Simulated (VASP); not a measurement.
A run of VASP 6.6.1 is set up as follows.

Contents of INCAR:

```
PREC = Accurate ; ENCUT = 520
EDIFF = 1E-7 ; ISMEAR = 0
SIGMA = 0.01 ; LREAL = False
LASPH = True ; NELM = 120
ALGO = Normal ; ISIF = 2
LWAVE = False ; LCHARG = False
GGA = PE ; IBRION = 2
NSW = 80 ; EDIFFG = -0.01
GGA_COMPAT = False ; NELMIN = 4
```

KPOINTS

```
regular mesh
0
Gamma
  2 2 2
```

File POSCAR:

```
C
1.0
    0.0000000000      1.7835000000      1.7835000000
    1.7835000000      0.0000000000      1.7835000000
    1.7835000000      1.7835000000      0.0000000000
C
2
Direct
    0.0000000000      0.0000000000      0.0000000000
    0.2219652369      0.2780347631      0.2780347631
```

Potentials or basis: VASP PAW PBE potentials, release 64 (C).

Run with:

```bash
$ cat potpaw_PBE.64/C/POTCAR > POTCAR
$ mpirun -np 1 vasp_std > vasp.out
```

Q: What does it give for the energy gained by relaxing?

A: 141.0 meV/atom.

Q: Predict the band gap on the k mesh.

A: 4.56 eV, indirect (least direct gap 5.49 eV).

Step by step:
```
step  energy change (eV)  largest force (eV/Å)  pressure (GPa)
   1              0.0000                5.6267           38.28
   2              3.2578                4.9174          101.69
   3              0.7262               10.5286           49.95
   4             -0.2820                0.0510           33.72
   5             -0.2820                0.0632           33.72
   6             -0.2820                0.0600           33.72
   7             -0.2820                0.0503           33.72
   8             -0.2820                0.0502           33.72
   9             -0.2820                0.0500           33.72
  10             -0.2820                0.0495           33.72
  11             -0.2820                0.0486           33.72
  12             -0.2820                0.0469           33.72
  13             -0.2820                0.0433           33.72
  14             -0.2820                0.0363           33.72
  15             -0.2820                0.0221           33.72
  16             -0.2820                0.0062           33.72
```

Caveat: the k points lie up to 1.53 Å⁻¹ apart. PBE gaps usually lie below the measured ones, often by a third to a half.
